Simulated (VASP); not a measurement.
Runs of VASP 6.6.1 on LiBe3. The structure is that of space group P6_3/mmc (No. 194), or close to it. The cells are those of the table. 

| task | cell | k mesh | cutoff (eV) | gap on the mesh (eV) | largest force (eV/Å) |
| --- | --- | --- | --- | --- | --- |
| single point | a = 4.772, b = 4.772, c = 3.743 Å, angles 90.0, 90.0, 120.0°, 8 atoms | 6 × 6 × 4 | 520 | none | (a) |
| single point | a = 4.669, b = 4.669, c = 3.747 Å, angles 90.0, 90.0, 120.0°, 8 atoms | 6 × 6 × 6 | 520 | none | 0.50 |
| single point | a = 4.794, b = 4.794, c = 3.726 Å, angles 90.0, 90.0, 120.0°, 8 atoms | 12 × 12 × 10 | 520 | none | - |
| relaxation of cell and atoms | relaxed from a = 4.669, b = 4.669, c = 3.747 Å, angles 90.0, 90.0, 120.0°, 8 atoms | 6 × 6 × 4 | 600 | none | 0.02 |

Alike in all rows: level PBE; potentials or basis VASP PAW PBE potentials, release 64 (Li_sv, Be); no spin polarisation; smearing gaussian 0.1 eV.

Q: Estimate the missing entries.

A: (a) 0.03.

Caveats: some runs use coarse meshes.

A gap of «none» marks levels without a gap at the run's occupations.
